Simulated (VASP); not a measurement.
# Ni (Im-3m) in VASP: notebook

The runs below take Ni through single point, with PBEsol.

Program: VASP 6.6.1. These are calculated values, not measurements. Logs are shortened: lines on timing, memory, paths and dates and some standing lists are left out, and cuts for length are marked.

### 1 The cell of the first run

It takes space group Im-3m (No. 229, cubic). Conventional cell: a = 2.658 Å, b = 2.658 Å, c = 2.658 Å, α = 90.00°, β = 90.00°, γ = 90.00°. Within 3.0 Å of Ni (site symmetry m-3m) lie 14 Ni at 2.30 to 2.66 Å.

### 2 Single point, PBEsol, collinear spin, ferromagnetic start

Contents of INCAR:

```
PREC = Accurate ; ENCUT = 520
EDIFF = 1E-6 ; ISMEAR = -1
SIGMA = 0.05 ; LREAL = F
LASPH = T ; NELM = 150
ALGO = Normal ; ISIF = 2
LWAVE = F ; LCHARG = F
ISPIN = 2 ; MAGMOM = 1
LORBIT = 11 ; LMAXMIX = 4
GGA = PS ; NBANDS = 15
```

Contents of KPOINTS:

```
regular mesh
0
Gamma
  13 13 13
```

Contents of POSCAR:

```
Ni
1.0
   -1.3288396998      1.3288396998      1.3288396998
    1.3288396998     -1.3288396998      1.3288396998
    1.3288396998      1.3288396998     -1.3288396998
Ni
1
Direct
    0.0000000000      0.0000000000      0.0000000000
```

Potentials or basis: VASP PAW PBE potentials, release 64 (Ni).

Run with:

```
$ cat potpaw_PBE.64/Ni/POTCAR > POTCAR
$ mpirun -np 1 vasp_std > vasp.out
```

OUTCAR:

```text
PREC = Accurate
   ENCUT = 520
   EDIFF = 1E-6
   ISMEAR = -1
   LREAL = F
   LASPH = T
   NELM = 150
   ISIF = 2
   ISPIN = 2
   LORBIT = 11
   GGA = PS

 ion  position               nearest neighbor table
   1  0.000  0.000  0.000-

  LATTYP: Found a body centered cubic cell.
 ALAT       =     2.6576793996

  Lattice vectors:

 A1 = (  -1.3288396998,   1.3288396998,   1.3288396998)
 A2 = (   1.3288396998,  -1.3288396998,   1.3288396998)
 A3 = (   1.3288396998,   1.3288396998,  -1.3288396998)

Analysis of symmetry for initial positions (statically):
=====================================================================
 Subroutine PRICEL returns:
 Original cell was already a primitive cell.

 Routine SETGRP: Setting up the symmetry group for a
 body centered cubic supercell.

 Subroutine GETGRP returns: Found 48 space group operations
 (whereof 48 operations were pure point group operations)
 out of a pool of 48 trial point group operations.

The static configuration has the point symmetry O_h .

Analysis of symmetry for dynamics (positions and initial velocities):
=====================================================================
 Subroutine PRICEL returns:
 Original cell was already a primitive cell.

 Routine SETGRP: Setting up the symmetry group for a
 body centered cubic supercell.

 Subroutine GETGRP returns: Found 48 space group operations
 (whereof 48 operations were pure point group operations)
 out of a pool of 48 trial point group operations.

The dynamic configuration has the point symmetry O_h .

Analysis of structural, dynamic, and magnetic symmetry:
=====================================================================
 Subroutine PRICEL returns:
 Original cell was already a primitive cell.

 Routine SETGRP: Setting up the symmetry group for a
 body centered cubic supercell.

 Subroutine GETGRP returns: Found 48 space group operations
 (whereof 48 operations were pure point group operations)
 out of a pool of 48 trial point group operations.

The overall configuration has the point symmetry O_h .

 Subroutine INISYM returns: Found 48 space group operations
 (whereof 48 operations are pure point group operations),
 and found     1 'primitive' translations

----------------------------------------------------------------------------------------

                                     Primitive cell

  volume of cell :       9.3859

  direct lattice vectors                    reciprocal lattice vectors
    -1.328839700  1.328839700  1.328839700     0.000000000  0.376268108  0.376268108
     1.328839700 -1.328839700  1.328839700     0.376268108  0.000000000  0.376268108
     1.328839700  1.328839700 -1.328839700     0.376268108  0.376268108  0.000000000

  length of vectors
     2.301617875  2.301617875  2.301617875     0.532123462  0.532123462  0.532123462

  position of ions in fractional coordinates (direct lattice)
     0.000000000  0.000000000  0.000000000

  ion indices of the primitive-cell ions
   primitive index   ion index
                 1           1

----------------------------------------------------------------------------------------

 KPOINTS: regular mesh

Automatic generation of k-mesh.
 Grid dimensions read from file:
 generate k-points for:   13   13   13

 Generating k-lattice:

  Cartesian coordinates                     Fractional coordinates (reciprocal lattice)
     0.000000000  0.028943701  0.028943701     0.076923077  0.000000000  0.000000000
     0.028943701  0.000000000  0.028943701     0.000000000  0.076923077  0.000000000
     0.028943701  0.028943701  0.000000000     0.000000000  0.000000000  0.076923077

  Length of vectors
     0.040932574  0.040932574  0.040932574

  Shift w.r.t. Gamma in fractional coordinates (k-lattice)
     0.000000000  0.000000000  0.000000000

 Subroutine IBZKPT returns following result:
 ===========================================

 Found     84 irreducible k-points:

 Following reciprocal coordinates:
            Coordinates               Weight
  0.000000  0.000000  0.000000      1.000000
  0.076923  0.000000  0.000000     12.000000
  0.153846  0.000000  0.000000     12.000000
  0.230769  0.000000  0.000000     12.000000
  0.307692  0.000000  0.000000     12.000000
  0.384615  0.000000  0.000000     12.000000
[... 16 lines left out ...]
  0.153846  0.076923  0.076923     24.000000
  0.230769  0.076923  0.076923     24.000000
 [... further k-points ...]
   k-points           NKPTS =     84   k-points in BZ     NKDIM =     84   number of bands    NBANDS=     15
   number of dos      NEDOS =    301   number of ions     NIONS =      1
   total plane-waves  NPLWV =   5832
   dimension x,y,z NGX =    18 NGY =   18 NGZ =   18
   dimension x,y,z NGXF=    36 NGYF=   36 NGZF=   36
   ions per type =               1
   NGX,Y,Z   is equivalent  to a cutoff of  13.00, 13.00, 13.00 a.u.
   NGXF,Y,Z  is equivalent  to a cutoff of  26.00, 26.00, 26.00 a.u.
 SYSTEM =  unknown system
   PREC   = accura    normal or accurate (medium, high low for compatibility)
   ISTART =      0    job   : 0-new  1-cont  2-samecut
   ICHARG =      2    charge: 1-file 2-atom 10-const
   ISPIN  =      2    spin polarized calculation?
   LNONCOLLINEAR =      F non collinear calculations
   LSORBIT =      F    spin-orbit coupling
   LASPH  =      T    aspherical Exc in radial PAW
   ENCUT  =  520.0 eV  38.22 Ry    6.18 a.u.   4.28  4.28  4.28*2*pi/ulx,y,z
   NELM   =    150;   NELMIN=  2; NELMDL= -5     # of ELM steps
   EDIFF  = 0.1E-05   stopping-criterion for ELM
   LREAL  =      F    real-space projection
   EDIFFG = 0.1E-04   stopping-criterion for IOM
   NSW    =      0    number of steps for IOM
   IBRION =     -1    ionic relax: 0-MD 1-quasi-New 2-CG
   NFREE  =      0    steps in history (QN), initial steepest desc. (CG)
   ISIF   =      2    stress and relaxation
   ISYM   =      2    0-nonsym 1-usesym 2-fastsym
   POTIM  = 0.5000    time-step for ionic-motion
   TEBEG  =    0.0;   TEEND  =   0.0 temperature during run
   PSTRESS=    0.0 pullay stress
   NELECT =      10.0000    total number of electrons
   NUPDOWN=      -1.0000    fix difference up-down
   EMIN   =  10.00;   EMAX   =-10.00  energy-range for DOS
   EFERMI =   0.00;   METHOD = LEGACY
   ISMEAR =    -1;   SIGMA  =   0.05  broadening in eV -4-tet -1-fermi 0-gaus
   EFERMI_NEDOS =   21; number of points for ismear=-14 and -15
   IALGO  =     38    algorithm
   IMIX   =      4    mixing-type and parameters
     AMIX     =   0.40;   BMIX     =  1.00
     AMIX_MAG =   1.60;   BMIX_MAG =  1.00
  volume/ion in A,a.u.               =       9.39        63.34
  Fermi-wavevector in a.u.,A,eV,Ry     =   1.672049  3.159714 38.038442  2.795747
  Thomas-Fermi vector in A             =   2.757264
   LORBIT       =     11    0 simple, 1 ext, 2 COOP (PROOUT), +10 PAW based schemes
   GGA     = PS    functional components
   LHFCALC =     F    Hartree Fock is set to
   AEXX    =    0.0000 exact exchange contribution
   IVDW    =     0    specifies the selected vdW correction
   LEPSILON=     F    determine dielectric tensor
   LRPA    =     F    only Hartree local field effects (RPA)
 spin polarized calculation
  energy-cutoff  :      520.00
  volume of cell :        9.39
 maximum number of plane-waves:       259
 NGX is ok and might be reduce to    18
   NGX =  9   NGY =  9   NGZ =  9

 number of electron      10.0000000 magnetization       1.0000000

 number of electron       9.9999987 magnetization       0.1847565

 Free energy of the ion-electron system (eV)
  ---------------------------------------------------
  ext. energy  EPLUGINS =         0.00000000
  ---------------------------------------------------
  free energy    TOTEN  =        -5.94925148 eV

  energy without entropy =       -5.93675487  energy(sigma->0) =       -5.94300317

 E-fermi :  11.2606     XC(G=0): -14.3327

 val. band max:       11.2488126183   @ k =  -0.4615  -0.4615   0.3846
 cond. band min:      11.2715854139   @ k =  -0.3846   0.3846   0.3846
 fundamental gap:      0.0227727956
 Fermi energy:        11.2606039981

 spin component 1

 k-point     1 :       0.0000    0.0000    0.0000
  band No.  band energies     occupation
      1       1.3073      1.00000
      2       8.7875      1.00000
      3       8.7875      1.00000
      4       8.7875      1.00000
      5      10.4925      1.00000
      6      10.4925      1.00000
      7      39.2539      0.00000
      8      39.2539      0.00000
      9      39.2539      0.00000
     10      45.2568      0.00000
     11      45.2568      0.00000
     12      47.8227      0.00000
     13      47.8227      0.00000
     14      47.8227      0.00000
     15      47.8924      0.00000
[... 397 lines left out ...]
 k-point    24 :       0.2308    0.0769    0.0769
  band No.  band energies     occupation
      1       5.3130      1.00000
      2       7.8877      1.00000
      3       8.2655      1.00000
      4      10.3538      1.00000
      5      10.5996      1.00000
      6      11.3173      0.24345
      7      25.9283      0.00000
      8      30.5861      0.00000
      9      32.7024      0.00000
     10      41.2583      0.00000
     11      45.8967      0.00000
     12      48.4468      0.00000
     13      50.5372      0.00000
     14      54.6191      0.00000
     15      56.8402      0.00000

 [... further k-points ...]

 spin component 2

 k-point     1 :       0.0000    0.0000    0.0000
  band No.  band energies     occupation
      1       1.3108      1.00000
      2       9.0187      1.00000
      3       9.0187      1.00000
      4       9.0187      1.00000
      5      10.6414      1.00000
      6      10.6414      1.00000
      7      39.2343      0.00000
      8      39.2343      0.00000
      9      39.2343      0.00000
     10      45.2415      0.00000
     11      45.2415      0.00000
     12      47.8813      0.00000
     13      47.8813      0.00000
     14      47.8813      0.00000
     15      47.9563      0.00000
[... 397 lines left out ...]
 k-point    24 :       0.2308    0.0769    0.0769
  band No.  band energies     occupation
      1       5.3505      1.00000
      2       8.0958      1.00000
      3       8.4349      1.00000
      4      10.5230      1.00000
      5      10.7539      0.99996
      6      11.5513      0.00298
      7      25.9877      0.00000
      8      30.6127      0.00000
      9      32.7519      0.00000
     10      41.2631      0.00000
     11      45.9331      0.00000
     12      48.4547      0.00000
     13      50.5641      0.00000
     14      54.6512      0.00000
     15      57.1274      0.00000

 [... further k-points ...]
[... 5 lines left out ...]
  --------------------------------------------------------------------------------------
  -------------------------------------------------------------------------------------
  Total        1.7312827      1.7312827      1.7312827     -0.0000000      0.0000000      0.0000000
  in kB      295.5294767    295.5294767    295.5294767     -0.0000000      0.0000000      0.0000000
  external PRESSURE =     295.5294767 kB  Pullay stress =       0.0000000 kB

 VOLUME and BASIS-vectors are now :
 -----------------------------------------------------------------------------
  energy-cutoff  :      520.00
  volume of cell :        9.39
      direct lattice vectors                 reciprocal lattice vectors
    -1.328839700  1.328839700  1.328839700     0.000000000  0.376268108  0.376268108
     1.328839700 -1.328839700  1.328839700     0.376268108  0.000000000  0.376268108
     1.328839700  1.328839700 -1.328839700     0.376268108  0.376268108  0.000000000

 POSITION                                       TOTAL-FORCE (eV/Angst)
 -----------------------------------------------------------------------------------
      0.00000      0.00000      0.00000         0.000000     -0.000000     -0.000000
 -----------------------------------------------------------------------------------
    total drift:                                0.000000      0.000000      0.000000

  FREE ENERGIE OF THE ION-ELECTRON SYSTEM (eV)
  ---------------------------------------------------
  free  energy   TOTEN  =        -5.9492514786 eV

  energy  without entropy=       -5.9367548694  energy(sigma->0) =       -5.94300317

 total charge

# of ion       s       p       d       tot
------------------------------------------
    1        0.561   0.641   8.421   9.623

 magnetization (x)

# of ion       s       p       d       tot
------------------------------------------
    1       -0.002  -0.006   0.192   0.183
```

Run time: 22 s. Hardware: 1 thread of Intel Xeon Platinum 8488C (Sapphire Rapids), shared host; peak memory 0.13 GiB.

Results:

- Free energy: -5.9493 eV
- Pressure: 29.6 GPa
- Net moment: 0.18 μB per cell
- Site moments: Ni +0.18 μB
- Valence electrons inside the program's atomic spheres: Ni 9.62

Caveat: the PAW data sets were made with another functional, which shifts forces and pressure a little.

### 3 Single point, PBEsol, collinear spin, ferromagnetic start

This run uses another cell than the first one, of 9.67 Å³/atom, 1.030 times its volume.

INCAR is that of step 2.

KPOINTS is that of step 2.

Contents of POSCAR:

```
Ni
1.0
   -1.3420656339      1.3420656339      1.3420656339
    1.3420656339     -1.3420656339      1.3420656339
    1.3420656339      1.3420656339     -1.3420656339
Ni
1
Direct
    0.0000000000      0.0000000000      0.0000000000
```

Potentials or basis: VASP PAW PBE potentials, release 64 (Ni).

Run with:

```
$ cat potpaw_PBE.64/Ni/POTCAR > POTCAR
$ mpirun -np 1 vasp_std > vasp.out
```

OUTCAR:

```text
PREC = Accurate
   ENCUT = 520
   EDIFF = 1E-6
   ISMEAR = -1
   LREAL = F
   LASPH = T
   NELM = 150
   ISIF = 2
   ISPIN = 2
   LORBIT = 11
   GGA = PS

 ion  position               nearest neighbor table
   1  0.000  0.000  0.000-

  LATTYP: Found a body centered cubic cell.
 ALAT       =     2.6841312678

  Lattice vectors:

 A1 = (  -1.3420656339,   1.3420656339,   1.3420656339)
 A2 = (   1.3420656339,  -1.3420656339,   1.3420656339)
 A3 = (   1.3420656339,   1.3420656339,  -1.3420656339)

Analysis of symmetry for initial positions (statically):
=====================================================================
 Subroutine PRICEL returns:
 Original cell was already a primitive cell.

 Routine SETGRP: Setting up the symmetry group for a
 body centered cubic supercell.

 Subroutine GETGRP returns: Found 48 space group operations
 (whereof 48 operations were pure point group operations)
 out of a pool of 48 trial point group operations.

The static configuration has the point symmetry O_h .

Analysis of symmetry for dynamics (positions and initial velocities):
=====================================================================
 Subroutine PRICEL returns:
 Original cell was already a primitive cell.

 Routine SETGRP: Setting up the symmetry group for a
 body centered cubic supercell.

 Subroutine GETGRP returns: Found 48 space group operations
 (whereof 48 operations were pure point group operations)
 out of a pool of 48 trial point group operations.

The dynamic configuration has the point symmetry O_h .

Analysis of structural, dynamic, and magnetic symmetry:
=====================================================================
 Subroutine PRICEL returns:
 Original cell was already a primitive cell.

 Routine SETGRP: Setting up the symmetry group for a
 body centered cubic supercell.

 Subroutine GETGRP returns: Found 48 space group operations
 (whereof 48 operations were pure point group operations)
 out of a pool of 48 trial point group operations.

The overall configuration has the point symmetry O_h .

 Subroutine INISYM returns: Found 48 space group operations
 (whereof 48 operations are pure point group operations),
 and found     1 'primitive' translations

[... 153 lines left out ...]
      1       1.0478      1.00000
      2       8.3664      1.00000
      3       8.3664      1.00000
      4       8.3664      1.00000
      5      10.0120      1.00000
      6      10.0120      1.00000
      7      38.4682      0.00000
      8      38.4682      0.00000
      9      38.4682      0.00000
     10      44.2294      0.00000
     11      44.2294      0.00000
     12      46.4549      0.00000
     13      46.4549      0.00000
     14      46.4549      0.00000
[... 403 lines left out ...]
      4       9.8755      1.00000
      5      10.1122      1.00000
      6      10.7897      0.39510
      7      25.1261      0.00000
      8      29.7814      0.00000
      9      31.7128      0.00000
     10      40.3488      0.00000
     11      44.7301      0.00000
     12      47.3301      0.00000
     13      49.3961      0.00000
     14      53.3374      0.00000
     15      55.9650      0.00000

 [... further k-points ...]

 spin component 2

 k-point     1 :       0.0000    0.0000    0.0000
  band No.  band energies     occupation
      1       1.0523      1.00000
      2       8.6695      1.00000
      3       8.6695      1.00000
      4       8.6695      1.00000
      5      10.2137      0.99998
      6      10.2137      0.99998
      7      38.4415      0.00000
      8      38.4415      0.00000
      9      38.4415      0.00000
     10      44.2100      0.00000
     11      44.2100      0.00000
     12      46.5328      0.00000
     13      46.5328      0.00000
     14      46.5328      0.00000
[... 403 lines left out ...]
      4      10.1023      1.00000
      5      10.3208      0.99987
      6      11.0964      0.00141
      7      25.2031      0.00000
      8      29.8162      0.00000
      9      31.7770      0.00000
     10      40.3543      0.00000
     11      44.7769      0.00000
     12      47.3413      0.00000
     13      49.4279      0.00000
     14      53.3780      0.00000
     15      56.2011      0.00000

 [... further k-points ...]
[... 5 lines left out ...]
  --------------------------------------------------------------------------------------
  -------------------------------------------------------------------------------------
  Total        1.1832366      1.1832366      1.1832366      0.0000000      0.0000000     -0.0000000
  in kB      196.0653811    196.0653811    196.0653811      0.0000000      0.0000000     -0.0000000
  external PRESSURE =     196.0653811 kB  Pullay stress =       0.0000000 kB

 VOLUME and BASIS-vectors are now :
 -----------------------------------------------------------------------------
  energy-cutoff  :      520.00
  volume of cell :        9.67
      direct lattice vectors                 reciprocal lattice vectors
    -1.342065634  1.342065634  1.342065634     0.000000000  0.372560020  0.372560020
     1.342065634 -1.342065634  1.342065634     0.372560020  0.000000000  0.372560020
     1.342065634  1.342065634 -1.342065634     0.372560020  0.372560020  0.000000000

 POSITION                                       TOTAL-FORCE (eV/Angst)
 -----------------------------------------------------------------------------------
      0.00000      0.00000      0.00000        -0.000000      0.000000     -0.000000
 -----------------------------------------------------------------------------------
    total drift:                                0.000000      0.000000      0.000000

  FREE ENERGIE OF THE ION-ELECTRON SYSTEM (eV)
  ---------------------------------------------------
  free  energy   TOTEN  =        -5.9924494255 eV

  energy  without entropy=       -5.9793075347  energy(sigma->0) =       -5.98587848

 total charge

# of ion       s       p       d       tot
------------------------------------------
    1        0.546   0.609   8.399   9.554

 magnetization (x)

# of ion       s       p       d       tot
------------------------------------------
    1       -0.003  -0.007   0.255   0.245
```

stdout:

```text
POSCAR found type information on POSCAR Ni
 POSCAR found :  1 types and       1 ions
 scaLAPACK will be used
 -----------------------------------------------------------------------------
|                                                                             |
|                                                                             |
|     You enforced a specific xc type in the INCAR file but a different       |
|     I HOPE YOU KNOW WHAT YOU ARE DOING!                                     |
|                                                                             |
 -----------------------------------------------------------------------------

 LDA part: xc-table for (Slater+PW92), standard interpolation
 POSCAR, INCAR and KPOINTS ok, starting setup
 FFT: planning ... GRIDC
 FFT: planning ... GRID_SOFT
 FFT: planning ... GRID
 WAVECAR not read
 entering main loop
```

Run time: 24 s. Hardware: 1 thread of Intel Xeon Platinum 8488C (Sapphire Rapids), shared host; peak memory 0.14 GiB.

Results:

| Item | Value |
| --- | --- |
| Free energy | -5.9924 eV |
| Pressure | 19.6 GPa |
| Net moment | 0.25 μB per cell |
| Site moments | Ni +0.24 μB |
| Valence electrons inside the program's atomic spheres | Ni 9.55 |

Caveat: the PAW data sets were made with another functional, which shifts forces and pressure a little.
